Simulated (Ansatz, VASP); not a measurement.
# Two plane-wave programs on ReSbP

The input INCAR:

```
PREC = Accurate
ENCUT = 520
EDIFF = 1E-6
ISMEAR = 0
SIGMA = 0.1
LREAL = False
LASPH = True
NELM = 100
ALGO = Normal
ISIF = 2
LWAVE = False
LCHARG = True
GGA = PE
LELF = True
LVHAR = True
NBANDS = 16
```

File KPOINTS:

```
regular mesh
0
Gamma
  6 6 4
```

POSCAR

```
ReSbP
1.0
    4.1624568500      0.0000000000      0.0000000000
   -2.0812284300      3.6047933800      0.0000000000
    0.0000000000      0.0000000000      4.0571305100
Re Sb P
1 1 1
Direct
    0.6666666700      0.3333333300      0.5000000000
    0.0000000000      0.0000000000      0.0000000000
    0.3333333300      0.6666666700      0.0000000000
```

Input for Ansatz:

```yaml
crystal:
  lattice:
    - [4.16245685, 0.0, 0.0]
    - [-2.08122843, 3.60479338, 0.0]
    - [0.0, 0.0, 4.05713051]
  atoms:
    - { symbol: Re, position: [0.66666667, 0.33333333, 0.5] }
    - { symbol: Sb, position: [0.0, 0.0, 0.0] }
    - { symbol: P, position: [0.33333333, 0.66666667, 0.0] }
basis:
  ecutwfc: 420
kpoints:
  mp_grid: { grid: [6, 6, 4] }
hamiltonian:
  xc: pbe
scf:
  occupations: { method: gaussian, width: 0.1 }
  lower_state_search: "off"
output:
  forces: true
  stress: true
  eigenvalues: true
```

Change from the starting cell: species swapped into the DyNiAs type (P-6m2, No. 187).

Alike in both runs: task single point; functional PBE; k mesh 6 × 6 × 4; occupations gaussian, width 0.1 eV; no spin polarisation.

|  | VASP | Ansatz |
| --- | --- | --- |
| version | VASP 6.6.1 | Ansatz 0.2.0 |
| potentials or method | VASP PAW PBE potentials, release 64 (Re, Sb, P), cutoff 520 eV | scalar-relativistic, plane waves, PAW |
| valence electrons in the cell | 17 | 35 |

```csv
,VASP,Ansatz,Ansatz less VASP
gap on the k mesh at the Fermi level (eV),none,none,-
pressure (GPa),2.3,2.1,-0.25
"traceless stress, the component that is largest in VASP (GPa)",-23.61,-23.33,+0.276
```

A gap of «none» marks a metal or a gap that the smearing closes. With one functional, cell and mesh, what is left measures potentials, basis and numerics. VASP's potentials hold 17 valence electrons a cell and Ansatz's 35, so a difference there can come from the potentials and not from the codes.

The k mesh is coarse, so the values compare programs but aren't converged. Neither program's run includes spin-orbit coupling.
